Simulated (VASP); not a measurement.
# ZnO (P6_3mc) in VASP: a series of runs, part 2 of 2

VASP 6.6.1. Earlier steps stand in the parts before.

## (3) Single point, r2SCAN

Input file POSCAR:

```
ZnO
1.0
    3.2264991458      0.0000000000      0.0000000000
   -1.6132495729      2.7942302255      0.0000000000
    0.0000000000      0.0000000000     10.4726021224
Zn O
4 4
Direct
    0.0000000000      0.0000000000     -0.0006159388
    0.3333333333      0.6666666667      0.2495637837
    0.0000000000      0.0000000000      0.4993840612
    0.6666666667      0.3333333333      0.7495637837
    0.0000000000      0.0000000000      0.1881525690
    0.3333333333      0.6666666667      0.4378995862
    0.0000000000      0.0000000000      0.6881525690
    0.6666666667      0.3333333333      0.9378995862
```

Input file INCAR.step1:

```
PREC     = Accurate       # precision mode
ENCUT    = 520            # plane-wave cutoff, eV
ISMEAR   = -1             # smearing method
SIGMA    = 0.02           # smearing width, eV
LREAL    = F              # projectors in reciprocal space
LASPH    = T              # aspherical terms in the spheres
NELM     = 60             # most SCF steps
NBANDS   = 46             # bands
GGA      = PE             # functional
ALGO     = Normal         # electronic algorithm
EDIFF    = 1E-4           # SCF threshold, eV
LWAVE    = T              # write WAVECAR
LCHARG   = F              # write CHGCAR
```

Input file INCAR.step2:

```
PREC     = Accurate       # precision mode
ENCUT    = 520            # plane-wave cutoff, eV
EDIFF    = 1E-6           # SCF threshold, eV
ISMEAR   = -1             # smearing method
SIGMA    = 0.02           # smearing width, eV
LREAL    = F              # projectors in reciprocal space
LASPH    = T              # aspherical terms in the spheres
NELM     = 60             # most SCF steps
ALGO     = Normal         # electronic algorithm
ISIF     = 2              # what is computed and relaxed
LWAVE    = F              # write WAVECAR
LCHARG   = F              # write CHGCAR
METAGGA  = R2SCAN         # meta-GGA
LMIXTAU  = T            
NBANDS   = 46             # bands
ISTART   = 1
```

Input file KPOINTS:

```
Automatic mesh
0
Gamma
  12 12 2
```

Potentials or basis: VASP PAW PBE potentials, release 64 (Zn, O).

Run with:

```
cat potpaw_PBE.64/Zn/POTCAR potpaw_PBE.64/O/POTCAR > POTCAR
cp INCAR.step1 INCAR
mpirun -np 1 vasp_std > vasp.out
cp INCAR.step2 INCAR
mpirun -np 1 vasp_std > vasp.out
```

OUTCAR:

```text
PREC = Accurate
   ENCUT = 520
   EDIFF = 1E-6
   ISMEAR = -1
   LREAL = F
   LASPH = T
   NELM = 60
   ISIF = 2
   METAGGA = R2SCAN
   ISTART = 1

 ion  position               nearest neighbor table
   1  0.000  0.000  0.999-   8 1.97   8 1.97   8 1.97   5 1.98
   2  0.333  0.667  0.250-   5 1.97   5 1.97   5 1.97   6 1.97
   3  0.000  0.000  0.499-   6 1.97   6 1.97   6 1.97   7 1.98
   4  0.667  0.333  0.750-   7 1.97   7 1.97   7 1.97   8 1.97
   5  0.000  0.000  0.188-   2 1.97   2 1.97   2 1.97   1 1.98
   6  0.333  0.667  0.438-   3 1.97   3 1.97   3 1.97   2 1.97
   7  0.000  0.000  0.688-   4 1.97   4 1.97   4 1.97   3 1.98
   8  0.667  0.333  0.938-   1 1.97   1 1.97   1 1.97   4 1.97

  LATTYP: Found a hexagonal cell.
 ALAT       =     3.2264991458
 C/A-ratio  =     3.2458096684

  Lattice vectors:

 A1 = (   3.2264991458,   0.0000000000,   0.0000000000)
 A2 = (  -1.6132495729,   2.7942302255,   0.0000000000)
 A3 = (   0.0000000000,   0.0000000000,  10.4726021224)

Analysis of symmetry for initial positions (statically):
=====================================================================
 Subroutine PRICEL returns:
 Original cell was already a primitive cell.

 Routine SETGRP: Setting up the symmetry group for a
 hexagonal supercell.

 Subroutine GETGRP returns: Found 12 space group operations
 (whereof  6 operations were pure point group operations)
 out of a pool of 24 trial point group operations.

The static configuration has the point symmetry C_3v.
 The point group associated with its full space group is C_6v.

Analysis of symmetry for dynamics (positions and initial velocities):
=====================================================================
 Subroutine PRICEL returns:
 Original cell was already a primitive cell.

 Routine SETGRP: Setting up the symmetry group for a
 hexagonal supercell.

 Subroutine GETGRP returns: Found 12 space group operations
 (whereof  6 operations were pure point group operations)
 out of a pool of 24 trial point group operations.

The dynamic configuration has the point symmetry C_3v.
 The point group associated with its full space group is C_6v.

 Subroutine INISYM returns: Found 12 space group operations
 (whereof  6 operations are pure point group operations),
 and found     1 'primitive' translations

----------------------------------------------------------------------------------------

                                     Primitive cell

  volume of cell :      94.4166

  direct lattice vectors                    reciprocal lattice vectors
     3.226499146  0.000000000  0.000000000     0.309933446  0.178940159  0.000000000
    -1.613249573  2.794230226  0.000000000     0.000000000  0.357880317  0.000000000
     0.000000000  0.000000000 10.472602122     0.000000000  0.000000000  0.095487252

  length of vectors
     3.226499146  3.226499146 10.472602122     0.357880317  0.357880317  0.095487252

  position of ions in fractional coordinates (direct lattice)
     0.000000000  0.000000000  0.999384061
     0.333333333  0.666666667  0.249563784
     0.000000000  0.000000000  0.499384061
     0.666666667  0.333333333  0.749563784
[... 45 lines left out ...]
  0.083333 -0.000000  0.000000      6.000000
  0.166667  0.000000  0.000000      6.000000
  0.250000  0.000000  0.000000      6.000000
  0.333333 -0.000000  0.000000      6.000000
  0.416667 -0.000000  0.000000      6.000000
[... 16 lines left out ...]
  0.250000  0.000000  0.500000      6.000000
  0.333333 -0.000000  0.500000      6.000000
 [... further k-points ...]
   k-points           NKPTS =     38   k-points in BZ     NKDIM =     38   number of bands    NBANDS=     46
   number of dos      NEDOS =    301   number of ions     NIONS =      8
   total plane-waves  NPLWV =  46080
   dimension x,y,z NGX =    24 NGY =   24 NGZ =   80
   dimension x,y,z NGXF=    48 NGYF=   48 NGZF=  160
   ions per type =               4   4
   NGX,Y,Z   is equivalent  to a cutoff of  12.37, 12.37, 12.70 a.u.
   NGXF,Y,Z  is equivalent  to a cutoff of  24.73, 24.73, 25.40 a.u.
 SYSTEM =  unknown system
   PREC   = accura    normal or accurate (medium, high low for compatibility)
   ISTART =      1    job   : 0-new  1-cont  2-samecut
   ICHARG =      0    charge: 1-file 2-atom 10-const
   ISPIN  =      1    spin polarized calculation?
   LNONCOLLINEAR =      F non collinear calculations
   LSORBIT =      F    spin-orbit coupling
   LASPH  =      T    aspherical Exc in radial PAW
   ENCUT  =  520.0 eV  38.22 Ry    6.18 a.u.   6.00  6.00 19.47*2*pi/ulx,y,z
   NELM   =     60;   NELMIN=  2; NELMDL=  0     # of ELM steps
   EDIFF  = 0.1E-05   stopping-criterion for ELM
   LREAL  =      F    real-space projection
   EDIFFG = 0.1E-04   stopping-criterion for IOM
   NSW    =      0    number of steps for IOM
   IBRION =     -1    ionic relax: 0-MD 1-quasi-New 2-CG
   NFREE  =      0    steps in history (QN), initial steepest desc. (CG)
   ISIF   =      2    stress and relaxation
   ISYM   =      2    0-nonsym 1-usesym 2-fastsym
   POTIM  = 0.5000    time-step for ionic-motion
   TEBEG  =    0.0;   TEEND  =   0.0 temperature during run
   PSTRESS=    0.0 pullay stress
   NELECT =      72.0000    total number of electrons
   NUPDOWN=      -1.0000    fix difference up-down
   EMIN   =  10.00;   EMAX   =-10.00  energy-range for DOS
   EFERMI =   0.00;   METHOD = LEGACY
   ISMEAR =    -1;   SIGMA  =   0.02  broadening in eV -4-tet -1-fermi 0-gaus
   EFERMI_NEDOS =   21; number of points for ismear=-14 and -15
   IALGO  =     38    algorithm
   IMIX   =      4    mixing-type and parameters
     AMIX     =   0.40;   BMIX     =  1.00
     AMIX_MAG =   1.60;   BMIX_MAG =  1.00
  volume/ion in A,a.u.               =      11.80        79.64
  Fermi-wavevector in a.u.,A,eV,Ry     =   1.495671  2.826409 30.436684  2.237033
  Thomas-Fermi vector in A             =   2.607786
   LORBIT       =      0    0 simple, 1 ext, 2 COOP (PROOUT), +10 PAW based schemes
   METAGGA = R2SCAN    functional components
   LHFCALC =     F    Hartree Fock is set to
   AEXX    =    0.0000 exact exchange contribution
   IVDW    =     0    specifies the selected vdW correction
   LEPSILON=     F    determine dielectric tensor
   LRPA    =     F    only Hartree local field effects (RPA)
 non-spin polarized calculation
  energy-cutoff  :      520.00
  volume of cell :       94.42
 maximum number of plane-waves:      2586
 NGX is ok and might be reduce to    24
   NGX = 11   NGY = 11   NGZ = 39

 number of electron      72.0000035 magnetization

 Free energy of the ion-electron system (eV)
  ---------------------------------------------------
  ext. energy  EPLUGINS =         0.00000000
  ---------------------------------------------------
  free energy    TOTEN  =       -72.59994468 eV

  energy without entropy =      -72.59994468  energy(sigma->0) =      -72.59994468

 E-fermi :   1.3947     XC(G=0): -11.7143

 val. band max:        0.9216642104   @ k =   0.0000   0.0000   0.0000
 cond. band min:       2.0995796325   @ k =   0.0000   0.0000   0.0000
 fundamental gap:      1.1779154221
 Fermi energy:         1.3946912736

 k-point     1 :       0.0000    0.0000    0.0000
  band No.  band energies     occupation
      1     -18.2224      2.00000
      2     -17.9041      2.00000
      3     -17.8764      2.00000
      4     -17.5388      2.00000
      5      -5.1626      2.00000
      6      -5.1199      2.00000
[... 1165 lines left out ...]
     45      12.5254      0.00000
     46      12.5254      0.00000

 [... further k-points ...]

------------------------ aborting loop because EDIFF is reached ----------------------------------------

  FORCE on cell =-STRESS in cart. coord.  units (eV):
  Direction    XX          YY          ZZ          XY          YZ          ZX
  --------------------------------------------------------------------------------------
  -------------------------------------------------------------------------------------
  Total        0.7601250      0.7601250      0.7640921      0.0000000      0.0000000     -0.0000000
  in kB       12.8987388     12.8987388     12.9660568      0.0000000      0.0000000     -0.0000000
  external PRESSURE =      12.9211781 kB  Pullay stress =       0.0000000 kB

 VOLUME and BASIS-vectors are now :
 -----------------------------------------------------------------------------
  energy-cutoff  :      520.00
  volume of cell :       94.42
      direct lattice vectors                 reciprocal lattice vectors
     3.226499146  0.000000000  0.000000000     0.309933446  0.178940159  0.000000000
    -1.613249573  2.794230226  0.000000000     0.000000000  0.357880317  0.000000000
     0.000000000  0.000000000 10.472602122     0.000000000  0.000000000  0.095487252

 POSITION                                       TOTAL-FORCE (eV/Angst)
 -----------------------------------------------------------------------------------
      0.00000      0.00000     10.46615         0.000000     -0.000000     -0.001734
     -0.00000      1.86282      2.61358        -0.000000      0.000000     -0.008916
      0.00000      0.00000      5.22985        -0.000000      0.000000     -0.001734
      1.61325      0.93141      7.84988         0.000000     -0.000000     -0.008916
      0.00000      0.00000      1.97045        -0.000000      0.000000      0.003894
     -0.00000      1.86282      4.58595         0.000000     -0.000000      0.006755
      0.00000      0.00000      7.20675        -0.000000     -0.000000      0.003894
      1.61325      0.93141      9.82225        -0.000000     -0.000000      0.006755
 -----------------------------------------------------------------------------------
    total drift:                                0.000002      0.000003     -0.067225

  FREE ENERGIE OF THE ION-ELECTRON SYSTEM (eV)
  ---------------------------------------------------
  free  energy   TOTEN  =       -72.5999446839 eV

  energy  without entropy=      -72.5999446839  energy(sigma->0) =      -72.59994468
```

Wall time 9.4 min (1 thread of Intel Xeon 8259CL, shared host); peak memory 0.29 GiB.

Results:

```yaml
Free_energy: -72.5999 eV
Pressure: 1.3 GPa
Largest_force: 0.009 eV/Å
Band_gap_on_the_k_mesh: 1.18 eV
```

Forces in eV/Å, atoms in the order of the input:
```
Zn   0.000  0.000 -0.002
Zn   0.000  0.000 -0.009
Zn   0.000  0.000 -0.002
Zn   0.000  0.000 -0.009
O    0.000  0.000  0.004
O    0.000  0.000  0.007
O    0.000  0.000  0.004
O    0.000  0.000  0.007
```

Levels at points of the mesh, in eV from the valence-band top:
```
           k point  band 32  band 33  band 34  band 35  band 36  band 37  band 38  band 39  band 40  band 41
(0.00, 0.00, 0.00)    -0.39    -0.39    -0.04     0.00     0.00     1.18     3.78     3.94     6.00     8.68
(0.50, 0.00, 0.00)    -1.55    -1.53    -1.44    -0.99    -0.85     5.87     6.04     6.76     7.10     8.36
(0.00, 0.00, 0.50)    -0.70    -0.12    -0.12    -0.12    -0.12     2.25     2.25     5.31     5.31     9.34
(0.50, 0.00, 0.50)    -2.07    -1.25    -1.25    -1.05    -1.05     6.26     6.26     6.58     6.58     8.65
```

Caveat: the PAW data sets were made with another functional, which shifts forces and pressure a little.

## (4) Single point, PBE

This run uses another cell than the first one, of 12.32 Å³/atom.

Input file INCAR:

```
SYSTEM = ZnO
ALGO = Normal
EDIFF = 1E-6
ENCUT = 520
GGA = PE
ISIF = 2
ISMEAR = -1
LASPH = .True.
LCHARG = .False.
LREAL = .False.
LWAVE = .False.
NBANDS = 46
NELM = 60
PREC = Accurate
SIGMA = 0.02
```

Input file KPOINTS:

```
k-points
0
Gamma
  12 12 4
  0 0 0
```

Input file POSCAR:

```
ZnO
1.0
    3.2717925181      0.0000000000      0.0000000000
   -1.6358962591      2.8334554366      0.0000000000
    0.0000000000      0.0000000000     10.6302828124
Zn O
4 4
Direct
    0.0000000000      0.0000000000     -0.0005573112
    0.3333333333      0.6666666667      0.2496497199
    0.0000000000      0.0000000000      0.4994426888
    0.6666666667      0.3333333333      0.7496497199
    0.0000000000      0.0000000000      0.1880731350
    0.3333333333      0.6666666667      0.4378344563
    0.0000000000      0.0000000000      0.6880731350
    0.6666666667      0.3333333333      0.9378344563
```

Run with:

```
cat potpaw_PBE.64/Zn/POTCAR potpaw_PBE.64/O/POTCAR > POTCAR
mpirun -np 1 vasp_std > vasp.out
```

Wall time 5.9 min (1 thread of Intel Xeon 8259CL, shared host); peak memory 0.33 GiB.

The run converged. Its results:

| Item | Value |
| --- | --- |
| Free energy | -35.6936 eV |
| Pressure | 0.9 GPa |
| Band gap on the k mesh | 0.67 eV |

Levels at points of the mesh, in eV from the valence-band top:
```csv
k point,band 32,band 33,band 34,band 35,band 36,band 37,band 38,band 39,band 40,band 41
"(0.00, 0.00, 0.00)",-0.36,-0.36,-0.04,0.00,0.00,0.67,3.21,3.36,5.22,7.94
"(0.50, 0.00, 0.00)",-1.43,-1.41,-1.34,-0.91,-0.78,5.31,5.33,6.15,6.39,7.72
"(0.00, 0.00, 0.50)",-0.64,-0.11,-0.11,-0.11,-0.11,1.79,1.79,4.61,4.61,8.53
"(0.50, 0.00, 0.50)",-1.91,-1.17,-1.17,-0.96,-0.96,5.59,5.59,5.96,5.96,7.89
```

Caveat: semilocal functionals underestimate gaps, and a narrow one can read as zero.

## (5) The runs side by side

```tsv
level	cell	k mesh	gap on the mesh (eV)	pressure (GPa)	largest force (eV/Å)
PBE	a = 3.226, b = 3.226, c = 10.473 Å, angles 90.0, 90.0, 120.0°, 8 atoms, atomic positions A	12 × 12 × 4	0.74	7.1	0.01
r2SCAN	a = 3.226, b = 3.226, c = 10.473 Å, angles 90.0, 90.0, 120.0°, 8 atoms, atomic positions A	12 × 12 × 2	1.18	1.3	0.01
PBE	a = 3.272, b = 3.272, c = 10.630 Å, angles 90.0, 90.0, 120.0°, 8 atoms, atomic positions B	12 × 12 × 4	0.67	0.9	-
```

Alike in all rows: task single point; potentials or basis VASP PAW PBE potentials, release 64 (Zn, O); no spin polarisation; cutoff (eV) 520; smearing fermi-dirac 0.02 eV.

Caveats: semilocal functionals underestimate gaps, and a narrow one can read as zero (at least some runs); the cell stands under pressure (at least some runs); the PAW data sets were made with another functional, which shifts forces and pressure a little (at least some runs).

Absolute energies hang on the potentials; compare differences alone.
